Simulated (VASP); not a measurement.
Input of a VASP 6.6.1 run:

File INCAR:

```
  PREC = Accurate
  ENCUT = 600
  EDIFF = 1E-7
  ISMEAR = -1
  SIGMA = 0.025
  LREAL = F
  LASPH = T
  NELM = 100
  ALGO = Normal
  ISIF = 3
  LWAVE = F
  LCHARG = F
  GGA = PE
  IBRION = 2
  NSW = 60
  EDIFFG = -0.01
```

KPOINTS

```
Automatic mesh
0
Gamma
  6 6 4
```

Contents of POSCAR:

```
Se
1.0
    4.3662000000      0.0000000000      0.0000000000
   -2.1831000000      3.7812401180      0.0000000000
    0.0000000000      0.0000000000      4.9536000000
Se
3
Direct
    0.7743550000      0.7770590000      0.0023190000
    0.0012970000      0.2248720000      0.6661290000
    0.2256980000     -0.0024770000      0.3380270000
```

Potentials or basis: VASP PAW PBE potentials, release 64 (Se).

Launch:

```sh
$ cat potpaw_PBE.64/Se/POTCAR > POTCAR
$ mpirun -np 1 vasp_std > vasp.out
```

Problem. Estimate the relaxed cell.

Solution. a = 4.511 Å, b = 4.514 Å, c = 5.046 Å, α = 90.08°, β = 89.87°, γ = 119.95°.

Problem. Estimate the band gap on the k mesh.

Solution. 1.00 eV (least direct gap 1.22 eV).

Problem. Estimate the relaxed volume.

Solution. 29.68 Å³/atom.

Problem. What does it give for the space group after relaxing (to 0.1 Å)?

Solution. P3_121 (No. 152).

Final structure:
```
Se
1.0
     4.51087    0.00112    0.00475
    -2.25444    3.91083   -0.00309
     0.00581   -0.00098    5.04618
Se
3
Direct
  0.78150 0.78004 0.00228
  0.99923 0.21895 0.66907
  0.22062 0.00046 0.33512
```

Caveat: the cell differs from its parent crystal (atoms moved at random). PBE usually gives volumes a little too large and moduli too small.
